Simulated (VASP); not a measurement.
The system is Sn3C.

```xyz
4
Lattice="4.5049 0.0000 0.0000 0.0000 4.5049 0.0000 0.0000 0.0000 4.5049" Properties=species:S:1:pos:R:3 pbc="T T T"
Sn    0.0000    2.2525    2.2525
Sn    2.2525    0.0000    2.2525
Sn    2.2525    2.2525    0.0000
C     0.0000    0.0000    0.0000
```

* Program: VASP 6.6.1
* Task: relaxation of cell and atoms
* Functional: PBE
* Potentials or basis: VASP PAW PBE potentials, release 64 (Sn_d, C)
* Cutoff: 600 eV
* k mesh: 10 × 10 × 10
* Occupations: gaussian, width 0.1 eV
* Spin: no spin polarisation

At the start: pressure -1.3 GPa; volume 22.86 Å³/atom.

Problem. Where does the relaxation end?

Solution. Over 3 steps the energy falls by 2.2 meV/atom and the volume is 22.33 Å³/atom (-2.3 %); space group Pm-3m (No. 221, to 0.05 Å).

The path:
| step | energy change (eV) | largest force (eV/Å) | pressure (GPa) | volume (Å³) |
| --- | --- | --- | --- | --- |
| 1 | 0.0000 | 0.0000 | -1.29 | 91.43 |
| 2 | -0.0085 | 0.0000 | 0.21 | 89.00 |
| 3 | -0.0087 | 0.0000 | 0.00 | 89.32 |

Final structure:
```xyz
4
Lattice="4.4701 0.0000 0.0000 0.0000 4.4701 0.0000 0.0000 0.0000 4.4701" Properties=species:S:1:pos:R:3 pbc="T T T"
Sn    0.0000    2.2351    2.2351
Sn    2.2351    0.0000    2.2351
Sn    2.2351    2.2351    0.0000
C     0.0000    0.0000    0.0000
```
